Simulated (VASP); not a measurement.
K3C2, 10 atoms in the cell. The structure is tetragonal, space group P4/mbm (No. 127). Conventional cell: a = 8.373 Å, b = 8.373 Å, c = 4.207 Å, α = 90.00°, β = 90.00°, γ = 90.00°. Within 4.4 Å of K (site symmetry 4/m) lie 4 C at 3.34 Å and 10 K at 3.72 to 4.21 Å. Within 4.2 Å of K (site symmetry m2m) lie 6 C at 3.17 to 3.31 Å and 4 K at 3.72 Å. Within 3.7 Å of C (site symmetry m2m) lie 1 C at 2.84 Å and 8 K at 3.17 to 3.34 Å. 

- Program: VASP 6.6.1
- Task: single point
- Functional: PBE
- Potentials or basis: VASP PAW PBE potentials, release 64 (K_sv, C)
- Cutoff: 520 eV
- k mesh: 2 × 2 × 4
- Occupations: gaussian, width 0.1 eV
- Spin: no spin polarisation
- Dipole correction: no
- Further INCAR settings: ALGO = Normal; EDIFF = 1e-06; NBANDS = 46

Potentials or basis: VASP PAW PBE potentials, release 64 (K_sv, C).

The run is started by

```console
$ cat potpaw_PBE.64/K_sv/POTCAR potpaw_PBE.64/C/POTCAR > POTCAR
$ mpirun -np 1 vasp_std > vasp.out
```

Hardware: 1 thread of Oxide Virtual Turin-like Processor, on a shared host.

**Question.** Estimate the wall time of this run.

**Answer.** It took 2.5 min on 1 thread of Oxide Virtual Turin-like Processor (shared host), peak memory 0.33 GiB. Counts: scf iterations 15, k points 9.
